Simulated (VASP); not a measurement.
## CaTi: single point with r2SCAN

The system is CaTi.

```
Ca Ti
1.0
     3.74396    0.00000    0.00000
     0.00000    3.74396    0.00000
     0.00000    0.00000    3.74396
Ca Ti
1 1
Cartesian
  0.0000 0.0000 0.0000
  1.8720 1.8720 1.8720
```

```json
{"Program": "VASP 6.6.1", "Task": "single point", "Functional": "r2SCAN", "Potentials or basis": "VASP PAW PBE potentials, release 64 (Ca_sv, Ti_sv)", "Cutoff": "520 eV", "k mesh": "6 × 6 × 6", "Occupations": "gaussian, width 0.1 eV", "Spin": "no spin polarisation"}
```

The pressure is 0.5 GPa and the band gap on the k mesh is zero (bands 11 and 12 overlap by 0.55 eV).

Levels at points of the mesh, in eV from the Fermi level:
| k point | band 8 | band 9 | band 10 | band 11 | band 12 | band 13 | band 14 | band 15 |
| --- | --- | --- | --- | --- | --- | --- | --- | --- |
| (0.00, 0.00, 0.00) | -22.30 | -5.10 | -1.22 | -1.22 | 1.23 | 1.23 | 1.23 | 3.62 |
| (0.50, 0.00, 0.00) | -22.29 | -2.53 | -2.04 | -0.36 | 0.88 | 0.88 | 1.47 | 1.83 |
| (0.50, 0.50, 0.00) | -22.28 | -1.78 | -1.27 | 0.43 | 0.43 | 0.61 | 0.61 | 1.53 |
| (0.50, 0.50, 0.50) | -22.42 | -0.24 | -0.24 | -0.24 | 0.42 | 0.42 | 0.42 | 1.57 |

It took 66 s on 1 thread of Intel(R) Xeon(R) Platinum 8259CL CPU @ 2.50GHz (Skylake/Cascade Lake) (shared host), peak memory 0.17 GiB.

Caveat: the PAW data sets were made with another functional, which shifts forces and pressure a little.
